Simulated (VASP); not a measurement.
# LiAl2O3 (R32) in VASP: a series of runs, part 2 of 2

VASP 6.6.1. Earlier steps stand in the parts before.

### Step 4. Relaxation of cell and atoms, PBE

This run uses another cell than the first one, of 9.00 Å³/atom.

INCAR reads:

```
SYSTEM = LiAl2O3
ALGO = Normal
EDIFF = 1E-7
EDIFFG = -0.01
ENCUT = 600
GGA = PE
IBRION = 2
ISIF = 3
ISMEAR = 0
LASPH = .TRUE.
LCHARG = .FALSE.
LREAL = .FALSE.
LWAVE = .FALSE.
NELM = 100
NSW = 100
PREC = Accurate
SIGMA = 0.1
```

KPOINTS reads:

```
k-points
0
G
  12 12 12
  0 0 0
```

POSCAR reads:

```
LiAl2O3
1.0
    2.4348920262      1.4057855668      2.6282209574
   -2.4348920262      1.4057855668      2.6282209574
    0.0000000000     -2.8115711336      2.6282209574
Li Al O
1 2 3
Direct
    0.0000000000      0.0000000000      0.0000000000
    0.3241691351      0.3241691351      0.3241691351
    0.6758308649      0.6758308649      0.6758308649
    0.1811404438      0.8188595562      0.5000000000
    0.5000000000      0.1811404438      0.8188595562
    0.8188595562      0.5000000000      0.1811404438
```

Potentials or basis: VASP PAW PBE potentials, release 64 (Li_sv, Al, O).

Run with:

```bash
$ cat potpaw_PBE.64/Li_sv/POTCAR potpaw_PBE.64/Al/POTCAR potpaw_PBE.64/O/POTCAR > POTCAR
$ mpirun -np 1 vasp_std > vasp.out
```

OUTCAR:

```text
SYSTEM = LiAl2O3
   EDIFF = 1E-7
   EDIFFG = -0.01
   ENCUT = 600
   GGA = PE
   IBRION = 2
   ISIF = 3
   ISMEAR = 0
   LASPH = .TRUE.
   LREAL = .FALSE.
   NELM = 100
   NSW = 100
   PREC = Accurate

 ion  position               nearest neighbor table
   1  0.000  0.000  0.000-   6 2.12   5 2.12   4 2.12   4 2.12   6 2.12   5 2.12   2 2.56   3 2.56
                             2 2.81   3 2.81   2 2.81   3 2.81   2 2.81   3 2.81
   2  0.324  0.324  0.324-   6 2.07   4 2.07   5 2.07   4 2.08   5 2.08   6 2.08   1 2.56   3 2.77
                             1 2.81   1 2.81   1 2.81   3 2.82   3 2.82   3 2.82
   3  0.676  0.676  0.676-   5 2.07   4 2.07   6 2.07   4 2.08   6 2.08   5 2.08   1 2.56   2 2.77
                             1 2.81   1 2.81   1 2.81   2 2.82   2 2.82   2 2.82
   4  0.181  0.819  0.500-   2 2.07   3 2.07   3 2.08   2 2.08   1 2.12   1 2.12
   5  0.500  0.181  0.819-   3 2.07   2 2.07   2 2.08   3 2.08   1 2.12   1 2.12
   6  0.819  0.500  0.181-   2 2.07   3 2.07   3 2.08   2 2.08   1 2.12   1 2.12

  LATTYP: Found a trigonal (rhomboedric) cell.
 ALAT       =     3.8486981747
 COS(alpha) =     0.1994993244

  Lattice vectors:

 A1 = (   2.4348920262,   1.4057855668,   2.6282209574)
 A2 = (  -2.4348920262,   1.4057855668,   2.6282209574)
 A3 = (   0.0000000000,  -2.8115711336,   2.6282209574)

Analysis of symmetry for initial positions (statically):
=====================================================================
 Subroutine PRICEL returns:
 Original cell was already a primitive cell.

 Routine SETGRP: Setting up the symmetry group for a
 trigonal (rhombohedral) supercell.

 Subroutine GETGRP returns: Found  6 space group operations
 (whereof  6 operations were pure point group operations)
 out of a pool of 12 trial point group operations.

The static configuration has the point symmetry D_3 .

Analysis of symmetry for dynamics (positions and initial velocities):
=====================================================================
 Subroutine PRICEL returns:
 Original cell was already a primitive cell.

 Routine SETGRP: Setting up the symmetry group for a
 trigonal (rhombohedral) supercell.

[... 146 lines left out ...]
  energy-cutoff  :      600.00
  volume of cell :       53.98
 maximum number of plane-waves:      1831
   NGX = 15   NGY = 15   NGZ = 15

--------------------------------------- Ionic step        1  -------------------------------------------

 number of electron      27.0000004 magnetization

 Free energy of the ion-electron system (eV)
  ---------------------------------------------------
  ext. energy  EPLUGINS =         0.00000000
  ---------------------------------------------------
  free energy    TOTEN  =       -35.57723196 eV

  energy without entropy =      -35.57061791  energy(sigma->0) =      -35.57392493

------------------------ aborting loop because EDIFF is reached ----------------------------------------

  FORCE on cell =-STRESS in cart. coord.  units (eV):
  Direction    XX          YY          ZZ          XY          YZ          ZX
  --------------------------------------------------------------------------------------
  -------------------------------------------------------------------------------------
  Total       -0.1066665     -0.1066665     -0.3865785     -0.0000000      0.0000000     -0.0000000
  in kB       -3.1661146     -3.1661146    -11.4745672     -0.0000000      0.0000000     -0.0000000
  external PRESSURE =      -5.9355988 kB  Pullay stress =       0.0000000 kB
[... 67 lines left out ...]
--------------------------------------- Ionic step        3  -------------------------------------------

 number of electron      27.0000004 magnetization

 Free energy of the ion-electron system (eV)
  ---------------------------------------------------
  ext. energy  EPLUGINS =         0.00000000
  ---------------------------------------------------
  free energy    TOTEN  =       -35.57775731 eV

  energy without entropy =      -35.57116573  energy(sigma->0) =      -35.57446152

 E-fermi :  10.2918     XC(G=0): -11.2477

 val. band max:       10.2842030569   @ k =   0.1667   0.0833   0.0833
 cond. band min:      10.2996228589   @ k =   0.2500   0.2500   0.1667
 fundamental gap:      0.0154198020
 Fermi energy:        10.2918235162

 k-point     1 :       0.0000    0.0000    0.0000
  band No.  band energies     occupation
      1     -37.7395      2.00000
      2     -12.9818      2.00000
      3     -10.7424      2.00000
      4     -10.7424      2.00000
      5       1.2120      2.00000
      6       1.3296      2.00000
[... 457 lines left out ...]
      4     -10.7924      2.00000
      5       0.2566      2.00000
      6       0.6431      2.00000
[... 9 lines left out ...]
     16      12.1569      0.00000
     17      14.9819      0.00000

 [... further k-points ...]

------------------------ aborting loop because EDIFF is reached ----------------------------------------

  FORCE on cell =-STRESS in cart. coord.  units (eV):
  Direction    XX          YY          ZZ          XY          YZ          ZX
  --------------------------------------------------------------------------------------
  -------------------------------------------------------------------------------------
  Total       -0.0338724     -0.0338724      0.0214107     -0.0000000      0.0000000     -0.0000000
  in kB       -1.0090356     -1.0090356      0.6378112     -0.0000000      0.0000000     -0.0000000
  external PRESSURE =      -0.4600867 kB  Pullay stress =       0.0000000 kB
[... 21 lines left out ...]
  FREE ENERGIE OF THE ION-ELECTRON SYSTEM (eV)
  ---------------------------------------------------
  free  energy   TOTEN  =       -35.5777573088 eV

  energy  without entropy=      -35.5711657328  energy(sigma->0) =      -35.57446152

 reached required accuracy - stopping structural energy minimisation
```

OSZICAR:

```text
N       E                     dE             d eps       ncg     rms          rms(c)
DAV:   1     0.150237074263E+03    0.15024E+03   -0.14587E+04  6426   0.167E+03
DAV:   2    -0.314374379627E+02   -0.18167E+03   -0.17938E+03  8668   0.315E+02
DAV:   3    -0.391792351976E+02   -0.77418E+01   -0.77110E+01  7887   0.725E+01
[... 25 lines left out ...]
DAV:   2    -0.355777680239E+02    0.24333E-03   -0.13499E-03  6677   0.273E-01    0.261E-02
DAV:   3    -0.355777615731E+02    0.64508E-05   -0.34493E-05  7301   0.538E-02    0.164E-02
DAV:   4    -0.355777576047E+02    0.39684E-05   -0.68335E-06  8265   0.228E-02    0.251E-03
DAV:   5    -0.355777573967E+02    0.20797E-06   -0.10975E-06  8347   0.805E-03    0.640E-04
DAV:   6    -0.355777573088E+02    0.87890E-07   -0.14894E-08  3405   0.115E-03
   3 F= -.35577757E+02 E0= -.35574462E+02  d E =-.525350E-03
```

CONTCAR:

```text
LiAl2O3
   1.00000000000000
     2.4333360905683405    1.4048872469441704    2.6221342352344768
    -2.4333360905683405    1.4048872469441704    2.6221342352344768
    -0.0000000000000000   -2.8097744938883409    2.6221342352344768
  Li              Al              O
     1     2     3
Direct
     0.0000000000000000    0.0000000000000000    0.0000000000000000
     0.3242106703090573    0.3242106703090573    0.3242106703090573
     0.6757893296909427    0.6757893296909427    0.6757893296909427
     0.1812068272224506    0.8187931727775494    0.5000000000000000
     0.5000000000000000    0.1812068272224506    0.8187931727775494
     0.8187931727775494    0.5000000000000000    0.1812068272224506

  0.00000000E+00  0.00000000E+00  0.00000000E+00
  0.00000000E+00  0.00000000E+00  0.00000000E+00
  0.00000000E+00  0.00000000E+00  0.00000000E+00
  0.00000000E+00  0.00000000E+00  0.00000000E+00
  0.00000000E+00  0.00000000E+00  0.00000000E+00
  0.00000000E+00  0.00000000E+00  0.00000000E+00
```

Run time: 2.9 min. Hardware: 1 thread of Intel Xeon 6975P-C (Granite Rapids), shared host; peak memory 0.32 GiB.

Results:

- Free energy: -35.5778 eV
- Relaxed volume: 8.96 Å³/atom
- Relaxed cell: a = 3.843 Å, b = 3.843 Å, c = 3.843 Å, α = 78.57°, β = 78.57°, γ = 78.57°
- Space group after relaxing (to 0.1 Å): R32 (No. 155)
- Energy gained by relaxing: 0.1 meV/atom
- Ionic steps: 3
- Pressure after relaxing: 0.0 GPa
- Largest force after relaxing: 0.005 eV/Å
- Band gap on the k mesh: zero (an odd number of electrons rules out a gap without spin polarisation)

Forces in eV/Å, atoms in the order of the input:
```
Li   0.000  0.000  0.000
Al   0.000  0.000  0.005
Al   0.000  0.000 -0.005
O    0.005  0.000  0.000
O   -0.003  0.005  0.000
O   -0.003 -0.005  0.000
```

Step by step:
| step | energy change (eV) | largest force (eV/Å) | pressure (GPa) | volume (Å³) |
| --- | --- | --- | --- | --- |
| 1 | 0.0000 | 0.0091 | -0.59 | 53.98 |
| 2 | -0.0005 | 0.0043 | 0.14 | 53.72 |
| 3 | -0.0005 | 0.0055 | -0.05 | 53.78 |

Final structure:
```
Li Al O
1.0
     2.43334    1.40489    2.62213
    -2.43334    1.40489    2.62213
     0.00000   -2.80977    2.62213
Li Al O
1 2 3
Direct
  0.00000 0.00000 0.00000
  0.32421 0.32421 0.32421
  0.67579 0.67579 0.67579
  0.18121 0.81879 0.50000
  0.50000 0.18121 0.81879
  0.81879 0.50000 0.18121
```

Caveat: the cutoff is under 1.25 times the usual one of these potentials, so pressure, stress and relaxed cells hold a basis-set (Pulay) error; an odd number of electrons without spin polarisation forces a metal; a magnetic or distorted state may lie lower.

### Step 5. Overview

| task | cell | k mesh | cutoff (eV) | gap on the mesh (eV) | largest force (eV/Å) |
| --- | --- | --- | --- | --- | --- |
| single point | a = 3.421 Å, angles 73.7°, 6 atoms, atomic positions A | 6 × 6 × 6 | 520 | none | 1.18 |
| single point | a = 3.848 Å, angles 78.6°, 6 atoms, atomic positions B | 12 × 12 × 12 | 520 | none | - |
| relaxation of cell and atoms | relaxed from a = 3.849 Å, angles 78.5°, 6 atoms, atomic positions B | 12 × 12 × 12 | 600 | none | 0.01 |

Alike in all rows: level PBE; potentials or basis VASP PAW PBE potentials, release 64 (Li_sv, Al, O); no spin polarisation; smearing gaussian 0.1 eV.

Caveats: the cutoff is under 1.25 times the usual one of these potentials, so pressure, stress and relaxed cells hold a basis-set (Pulay) error; an odd number of electrons without spin polarisation forces a metal; a magnetic or distorted state may lie lower.

Absolute energies hang on the potentials; compare differences alone.
